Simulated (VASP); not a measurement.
Here is a VASP 6.6.1 calculation.

The input INCAR:

```
SYSTEM = TePb2
ALGO = Fast
EDIFF = 1E-6
EDIFFG = -0.01
ENCUT = 600
GGA = PE
IBRION = 2
ISIF = 3
ISMEAR = 0
LASPH = .True.
LCHARG = .False.
LREAL = .False.
LWAVE = .False.
NELM = 80
NSW = 100
PREC = Accurate
SIGMA = 0.1
```

Contents of KPOINTS:

```
k-points
0
Gamma
  12 12 12
  0 0 0
```

Contents of POSCAR:

```
TePb2
1.0
    5.3261497687      0.0000000000      0.0000000000
   -2.6630748843      4.6125810040      0.0000000000
    0.0000000000      0.0000000000      4.0792640838
Te Pb
1 2
Direct
    0.0000000000      0.0000000000      0.0000000000
    0.3333333333      0.6666666667      0.5000000000
    0.6666666667      0.3333333333      0.5000000000
```

Potentials or basis: VASP PAW PBE potentials, release 64 (Te, Pb_d).

The run is started by

```bash
$ cat potpaw_PBE.64/Te/POTCAR potpaw_PBE.64/Pb_d/POTCAR > POTCAR
$ mpirun -np 1 vasp_std > vasp.out
```

(1) Predict the relaxed volume.

(2) Estimate the band gap on the k mesh.

Results:

(1) 33.27 Å³/atom.

(2) zero (bands 17 and 18 overlap by 2.42 eV).

Caveat: spin-orbit coupling is left out, which moves the levels of the heavy elements.
